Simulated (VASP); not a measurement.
Input of a VASP 6.6.1 run:

Contents of POSCAR:

```
BaTiO3
1.0
    4.0456659460      0.0000000000      0.0000000000
    0.0000000000      4.0456659460      0.0000000000
    0.0000000000      0.0000000000      4.0456659460
Ba Ti O
1 1 3
Direct
    0.5000000000      0.5000000000      0.5000000000
    0.0000000000      0.0000000000      0.0000000000
    0.0000000000      0.0000000000      0.5000000000
    0.0000000000      0.5000000000      0.0000000000
    0.5000000000      0.0000000000      0.0000000000
```

INCAR.step1

```
SYSTEM = BaTiO3
METAGGA  = R2SCAN         ! meta-GGA
ISMEAR   = 0              ! smearing method
SIGMA    = 0.03           ! smearing width, eV
LWAVE    = .FALSE.        ! write WAVECAR
LCHARG   = .FALSE.        ! write CHGCAR
NSW      = 80             ! ionic steps
PREC     = Accurate       ! precision mode
LASPH    = .TRUE.         ! aspherical terms in the spheres
LREAL    = .FALSE.        ! projectors in reciprocal space
ALGO     = Normal         ! electronic algorithm
EDIFF    = 1E-6           ! SCF threshold, eV
NELM     = 120            ! most SCF steps
GGA_COMPAT= .FALSE.      
IBRION   = 2              ! ionic algorithm
ISIF     = 3              ! what is computed and relaxed
EDIFFG   = -0.005         ! ionic threshold
NELMIN   = 4            
ENCUT    = 600            ! plane-wave cutoff, eV
EFERMI   = MIDGAP       
LMIXTAU  = .TRUE.       
KPAR     = 8            
POTIM    = 0.5            ! step
```

INCAR.step3

```
SYSTEM = BaTiO3
METAGGA  = R2SCAN         ! meta-GGA
ISMEAR   = 0              ! smearing method
SIGMA    = 0.03           ! smearing width, eV
LWAVE    = .FALSE.        ! write WAVECAR
LCHARG   = .FALSE.        ! write CHGCAR
PREC     = Accurate       ! precision mode
LASPH    = .TRUE.         ! aspherical terms in the spheres
LREAL    = .FALSE.        ! projectors in reciprocal space
ALGO     = Normal         ! electronic algorithm
EDIFF    = 1E-6           ! SCF threshold, eV
NELM     = 120            ! most SCF steps
GGA_COMPAT= .FALSE.      
ISIF     = 2              ! what is computed and relaxed
ENCUT    = 600            ! plane-wave cutoff, eV
EFERMI   = MIDGAP       
LMIXTAU  = .TRUE.       
KPAR     = 8
```

The input KPOINTS:

```
Automatic mesh
0
Gamma
  5 5 5
  0 0 0
```

Potentials or basis: VASP PAW PBE potentials, release 64 (Ba_sv, Ti_sv, O).

The run is started by

```console
$ cat potpaw_PBE.64/Ba_sv/POTCAR potpaw_PBE.64/Ti_sv/POTCAR potpaw_PBE.64/O/POTCAR > POTCAR
$ cp INCAR.step1 INCAR
$ cp POSCAR.step1 POSCAR
$ mpirun -np 8 vasp_std > vasp.out
$ cp CONTCAR POSCAR
$ mpirun -np 8 vasp_std > vasp.out
$ cp CONTCAR POSCAR
$ cp INCAR.step3 INCAR
$ mpirun -np 8 vasp_std > vasp.out
```

Task: What does it give for the relaxed volume?

Result: 12.87 Å³/atom.

Task: Predict the band gap on the k mesh.

Result: 2.24 eV (least direct gap 2.28 eV).

Task: What does it give for the space group after relaxing (to 0.1 Å)?

Result: Pm-3m (No. 221).

Task: Predict the relaxed cell.

Result: a = 4.008 Å, b = 4.008 Å, c = 4.008 Å, α = 90.00°, β = 90.00°, γ = 90.00°.

Final structure:
```xyz
5
Lattice="4.0075 0.0000 0.0000 0.0000 4.0075 0.0000 0.0000 0.0000 4.0075" Properties=species:S:1:pos:R:3 pbc="T T T"
Ba    2.0038    2.0038    2.0038
Ti    0.0000    0.0000    0.0000
O     0.0000    0.0000    2.0038
O     0.0000    2.0038    0.0000
O     2.0038    0.0000    0.0000
```

Caveat: the PAW data sets were made with another functional, which shifts forces and pressure a little; spin-orbit coupling is left out, which moves the levels of the heavy elements; an odd mesh through Γ misses points on the zone boundary, where band edges can lie.
